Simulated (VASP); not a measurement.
# TiSi18N24 (a cell with a defect) in VASP: a series of runs, part 2 of 3

VASP 6.6.1. The steps go on from the part before.

## Step 3: Single point, HSE06

POSCAR reads:

```
TiSi18N24
1.0
    7.6633883300      0.0000000000      0.0000000000
   -3.8316941700      6.6366889800      0.0000000000
    0.0000000000      0.0000000000      8.7784169900
Si N Ti
18 24 1
Direct
    0.2300792300      0.8223818500      0.2484402500
    0.4057260500      0.2305623300      0.0827847000
    0.8238304400      0.5907717900      0.0835610900
    0.1757352300      0.4062631700      0.2482606500
    0.5917897400      0.7681514100      0.2488865100
    0.7663204800      0.1732722900      0.0834664700
    0.2303170100      0.8264732500      0.5868256700
    0.4019740800      0.2297888100      0.4152903000
    0.8269417100      0.5952663500      0.4154794800
    0.1710479000      0.4017984300      0.5869920600
    0.5961125600      0.7673056000      0.5871974900
    0.7677017300      0.1705045400      0.4156535500
    0.2316528800      0.8238024900      0.9189865600
    0.4061849900      0.2289341900      0.7535702800
    0.8222759800      0.5908020000      0.7542108800
    0.1741629200      0.4063106700      0.9188985200
    0.5922608300      0.7664985600      0.9196805700
    0.7678993000      0.1746926800      0.7540352000
    0.3326848400      0.6656676000      0.2503833300
    0.6650715800      0.3314203000      0.0819454300
    0.9690246900      0.6607510400      0.2477494500
    0.2964047700      0.9689983000      0.0841616400
    0.6709281300      0.6999101900      0.0851838100
    0.3346092900      0.3047115600      0.2470691800
    0.0292320000      0.3272150700      0.0841897100
    0.6919978500      0.0279988300      0.2479138300
    0.3330144700      0.6656807200      0.5847016900
    0.6650242400      0.3313670800      0.4177671600
    0.9651254300      0.6740064700      0.5867424400
    0.2876182900      0.9654395300      0.4156374700
    0.6752197000      0.7078199900      0.4158225100
    0.3227405600      0.2892232400      0.5866243000
    0.0328854300      0.3230620500      0.4157332500
    0.7102946100      0.0316151700      0.5868783300
    0.3329142000      0.6656709500      0.9204988700
    0.6652898900      0.3314042000      0.7520391800
    0.9687658900      0.6698329200      0.9182772600
    0.3058824300      0.9690563800      0.7545167400
    0.6633965700      0.6923492500      0.7554275900
    0.3270805500      0.2971953900      0.9172755500
    0.0289780400      0.3363161200      0.7547077200
    0.7015478700      0.0280689600      0.9183022200
   -0.0011030900     -0.0015041200      0.5012221600
```

INCAR.step1 reads:

```
PREC     = Accurate       # precision mode
ENCUT    = 520            # plane-wave cutoff, eV
EDIFF    = 1E-5           # SCF threshold, eV
ISMEAR   = -1             # smearing method
SIGMA    = 0.01           # smearing width, eV
LREAL    = Auto         
LASPH    = True           # aspherical terms in the spheres
NELM     = 120            # most SCF steps
ALGO     = Normal         # electronic algorithm
ISIF     = 2              # what is computed and relaxed
LWAVE    = True           # write WAVECAR
LCHARG   = False          # write CHGCAR
NBANDS   = 129            # bands
GGA      = PE             # functional
GGA_COMPAT= False        
ISYM     = -1
```

INCAR.step2 reads:

```
PREC     = Accurate       # precision mode
ENCUT    = 520            # plane-wave cutoff, eV
EDIFF    = 1E-6           # SCF threshold, eV
ISMEAR   = -1             # smearing method
SIGMA    = 0.01           # smearing width, eV
LREAL    = Auto         
LASPH    = True           # aspherical terms in the spheres
NELM     = 120            # most SCF steps
ALGO     = Normal         # electronic algorithm
ISIF     = 2              # what is computed and relaxed
LWAVE    = False          # write WAVECAR
LCHARG   = False          # write CHGCAR
GGA      = PE             # functional
LHFCALC  = True           # exact exchange
HFSCREEN = 0.2079         # screening, 1/A
PRECFOCK = Fast         
NBANDS   = 129            # bands
ISTART   = 1            
GGA_COMPAT= False        
ISYM     = -1
```

KPOINTS reads:

```
explicit points
1
Reciprocal
  0.25000000   0.25000000   0.25000000 1
```

Potentials or basis: VASP PAW PBE potentials, release 64 (Si, N, Ti_sv).

Started as:

```sh
$ cat potpaw_PBE.64/Si/POTCAR potpaw_PBE.64/N/POTCAR potpaw_PBE.64/Ti_sv/POTCAR > POTCAR
$ cp INCAR.step1 INCAR
$ mpirun -np 1 vasp_std > vasp.out
$ cp INCAR.step2 INCAR
$ mpirun -np 1 vasp_std > vasp.out
```

Wall time 20 min (1 thread of Intel Xeon 6975P-C (Granite Rapids), shared host); peak memory 0.73 GiB.

The run converged. Its results:

* Free energy: -416.6032 eV
* Pressure: -5.3 GPa
* Largest force: 0.096 eV/Å
* Band gap on the k mesh: 1.89 eV

Forces on the atoms (eV/Å):
```
Si  -0.034 -0.033  0.064
Si   0.009 -0.011  0.032
Si  -0.016  0.001  0.024
Si   0.031 -0.010  0.071
Si  -0.007  0.024  0.064
Si   0.012  0.025  0.013
Si  -0.059 -0.036 -0.064
Si   0.000 -0.080  0.053
Si  -0.053  0.025  0.062
Si   0.054 -0.027 -0.066
Si  -0.001  0.077 -0.055
Si   0.057  0.038  0.060
Si  -0.011 -0.023 -0.013
Si   0.009 -0.025 -0.065
Si  -0.036  0.008 -0.072
Si   0.015 -0.001 -0.021
Si  -0.011  0.014 -0.032
Si   0.035  0.035 -0.064
N    0.003  0.012 -0.030
N    0.000 -0.010 -0.012
N   -0.058 -0.003 -0.026
N    0.031 -0.052 -0.005
N   -0.055  0.016 -0.014
N    0.042 -0.036 -0.007
N    0.026  0.034 -0.002
N    0.016  0.057 -0.013
N   -0.006  0.002  0.022
N    0.006 -0.001 -0.024
N    0.015 -0.050  0.012
N    0.074 -0.012 -0.007
N   -0.046 -0.032  0.009
N    0.046  0.032 -0.012
N   -0.015  0.050 -0.015
N   -0.072  0.014  0.002
N    0.001  0.010  0.011
N   -0.002 -0.011  0.031
N   -0.028 -0.034  0.001
N   -0.013 -0.054  0.014
N   -0.041  0.035  0.006
N    0.057 -0.018  0.014
N    0.054  0.002  0.028
N   -0.031  0.054  0.004
Ti   0.002 -0.007  0.023
```

Stress tensor (GPa, compression positive):
```
-7.25  0.20  0.03
 0.20 -6.89  0.15
 0.03  0.15 -1.83
```

Levels at points of the mesh, in eV from the valence-band top:
```
           k point  band 99  band 100  band 101  band 102  band 103  band 104  band 105  band 106
(0.25, 0.25, 0.25)    -4.51     -4.39     -0.07      0.00      1.89      2.27      2.39      2.54
```

Caveat: the PAW data sets were made with another functional, which shifts forces and pressure a little.

(Continued in part 3 of 3.)
